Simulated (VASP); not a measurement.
Write the native input for VASP 6.6.1 that does the following.

```
Task                   : single point
Functional             : PBE
Potentials or basis    : VASP PAW PBE potentials, release 64 (W_sv, F)
Cutoff                 : 520 eV
k mesh                 : 10 × 10 × 10
Occupations            : fermi-dirac, width 0.05 eV
Spin                   : collinear spin, ferromagnetic start
Starting moments       : [2.5, 0.0, 0.0] μB
Hubbard terms          : W d U = 6.2 eV
Dipole correction      : no
Further INCAR settings : ALGO = Normal; EDIFF = 1e-07; NBANDS = 25
```

The structure of WF2 lies in POSCAR:

```
WF2
1.0
    0.0000000000      2.6797043382      2.6797043382
    2.6797043382      0.0000000000      2.6797043382
    2.6797043382      2.6797043382      0.0000000000
W F
1 2
Direct
    0.0000000000      0.0000000000      0.0000000000
    0.2500000000      0.2500000000      0.2500000000
    0.7500000000      0.7500000000      0.7500000000
```

One way to write it, as run:

INCAR

```
PREC = Accurate
ENCUT = 520
EDIFF = 1E-7
ISMEAR = -1
SIGMA = 0.05
LREAL = F
LASPH = T
NELM = 150
ALGO = Normal
ISIF = 2
LWAVE = F
LCHARG = T
ISPIN = 2
MAGMOM = 2.5 0 0
LORBIT = 11
LMAXMIX = 4
LDAU = T
LDAUTYPE = 2
LDAUL = 2 -1
LDAUU = 6.2 0
LDAUJ = 0 0
LDAUPRINT = 1
GGA = PE
LELF = T
LVHAR = T
NBANDS = 25
```

KPOINTS

```
Automatic mesh
0
Gamma
  10 10 10
```

Potentials or basis: VASP PAW PBE potentials, release 64 (W_sv, F).

The run is started by

```console
$ cat potpaw_PBE.64/W_sv/POTCAR potpaw_PBE.64/F/POTCAR > POTCAR
$ mpirun -np 1 vasp_std > vasp.out
```

It gave:

* Pressure: 19.5 GPa
* Net moment: 3.94 μB per cell
* Site moments: W +3.27; F +0.01 μB
* Valence electrons inside the program's atomic spheres: W 11.73; F 6.09

Wall time 110 s on 1 thread of Intel(R) Xeon(R) Platinum 8488C (Sapphire Rapids), with other jobs on the host, peak memory 0.21 GiB.
